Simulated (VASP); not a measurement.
Runs of VASP 6.6.1 on Al. The structure is that of space group Pm-3m (No. 221), or close to it. The cells are those of the table. 

| task | cell | k mesh | cutoff (eV) | gap on the mesh (eV) | pressure (GPa) |
| --- | --- | --- | --- | --- | --- |
| single point | a = 2.739 Å, 1 atom | 12 × 12 × 12 | 520 | none | -0.1 |
| single point | a = 2.811 Å, 1 atom | 13 × 13 × 13 | 520 | none | -3.6 |
| relaxation of cell and atoms | relaxed from a = 2.617 Å, 1 atom | 12 × 12 × 12 | 600 | none | 0.1 |
| single point | a = 2.702 Å, 1 atom | 13 × 13 × 13 | 520 | none | (b) |
| single point | a = 2.625 Å, 1 atom | 13 × 13 × 13 | 520 | none | 9.1 |
| single point | a = 2.845 Å, 1 atom | 13 × 13 × 13 | 520 | none | -4.9 |
| single point | a = 2.775 Å, 1 atom | 13 × 13 × 13 | 520 | none | (a) |

Alike in all rows: level RPBE; potentials or basis VASP PAW PBE potentials, release 64 (Al); no spin polarisation; smearing fermi-dirac 0.1 eV.

Question: Fill in the values left out.

Answer: (a) -2.1; (b) 2.3.

Caveats: the PAW data sets were made with another functional, which shifts forces and pressure a little.

A gap of «none» marks levels without a gap at the run's occupations.
